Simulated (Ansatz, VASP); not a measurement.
**BAs: VASP beside Ansatz**

```
B As
1.0
     0.00000    2.25425    2.25425
     2.25425    0.00000    2.25425
     2.25425    2.25425    0.00000
B As
1 1
Direct
  0.00000 0.00000 0.00000
  0.50000 0.50000 0.50000
```

Change from the starting cell: volume scaled by 0.94, PAW files.

Alike in both runs: task single point; functional r2SCAN; k mesh 15 × 15 × 15; occupations fermi-dirac, width 0.05 eV; no spin polarisation.

|  | VASP | Ansatz |
| --- | --- | --- |
| version | VASP 6.6.1 | Ansatz 0.2.0 |
| potentials or method | VASP PAW PBE potentials, release 64 (B, As) | PAW with Ansatz's default frozen-core files, scalar-relativistic |
| plane-wave cutoff (eV) | 520 | 500 |
| valence electrons in the cell | 8 | 18 |

|  | VASP | Ansatz | Ansatz less VASP |
| --- | --- | --- | --- |
| pressure (GPa) | 9.7 | 9.5 | -0.21 |

VASP's potentials were made for PBE, not for r2SCAN. VASP's potentials hold 8 valence electrons a cell and Ansatz's 18, so a difference there can come from the potentials and not from the codes.
